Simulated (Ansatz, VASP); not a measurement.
One calculation of Au, two programs

INCAR

```
ALGO     = Normal         # electronic algorithm
EDIFF    = 1E-8           # SCF threshold, eV
ENCUT    = 520            # plane-wave cutoff, eV
GGA      = CA             # functional
ISIF     = 2              # what is computed and relaxed
ISMEAR   = -1             # smearing method
LASPH    = True           # aspherical terms in the spheres
LCHARG   = False          # write CHGCAR
LEFG     = True         
LREAL    = False          # projectors in reciprocal space
LWAVE    = False          # write WAVECAR
NBANDS   = 18             # bands
NELM     = 60             # most SCF steps
PREC     = Accurate       # precision mode
SIGMA    = 0.03           # smearing width, eV
```

File KPOINTS:

```
k-points
0
Gamma
  14 14 8
```

Contents of POSCAR:

```
Au
1.0
    2.8999984104      0.0000000000      0.0000000000
   -1.4499992052      2.5114722944      0.0000000000
    0.0000000000      0.0000000000      4.9776000000
Au
2
Direct
    0.3333333333      0.6666666667      0.7500000000
    0.6666666667      0.3333333333      0.2500000000
```

Input for Ansatz:

```yaml
crystal:
  lattice:
    - [2.8999984104, 0.0, 0.0]
    - [-1.4499992052, 2.5114722944, 0.0]
    - [0.0, 0.0, 4.9776]
  atoms:
    - { symbol: Au, position: [0.3333333333, 0.6666666667, 0.75] }
    - { symbol: Au, position: [0.6666666667, 0.3333333333, 0.25] }
kpoints:
  mp_grid: { grid: [14, 14, 8] }
scf:
  occupations: { method: fermi_dirac, width: 0.03 }
hamiltonian:
  xc: lda
  pseudopotentials: { kind: paw }
output:
  forces: true
  stress: true
  eigenvalues: true
  efg: { contact_densities: true }
  write_density: true
  write_potential: true
  elf: true
  volumetric_format: npy
```

Change from the starting cell: zz strain of +2 %, PAW files.

Alike in both runs: task electric field gradients; functional LDA; k mesh 14 × 14 × 8; occupations fermi-dirac, width 0.03 eV; no spin polarisation.

```csv
,VASP,Ansatz
version,VASP 6.6.1,Ansatz 0.2.0
potentials or method,"VASP PAW LDA potentials, release 64 (Au)","PAW with Ansatz's default frozen-core files, scalar-relativistic"
plane-wave cutoff (eV),520,420
valence electrons in the cell,22,38
```

VASP gave:

| Quantity | Value |
| --- | --- |
| pressure (GPa) | -12.4 |
| traceless stress, the component that is largest in VASP (GPa) | 0.13 |
| size of Vzz on the site where it differs most (V/Å²) | 27.8 |

Q: What did Ansatz give for the same quantities?

A: Pressure (GPa): -12.8; traceless stress, the component that is largest in VASP (GPa): 0.27; size of Vzz on the site where it differs most (V/Å²): 4.0.

LDA's correlation is that of Perdew and Zunger in VASP and of Perdew and Wang (1992) in Ansatz. VASP's potentials hold 22 valence electrons a cell and Ansatz's 38, so a difference there can come from the potentials and not from the codes.

Spin-orbit coupling is off throughout.
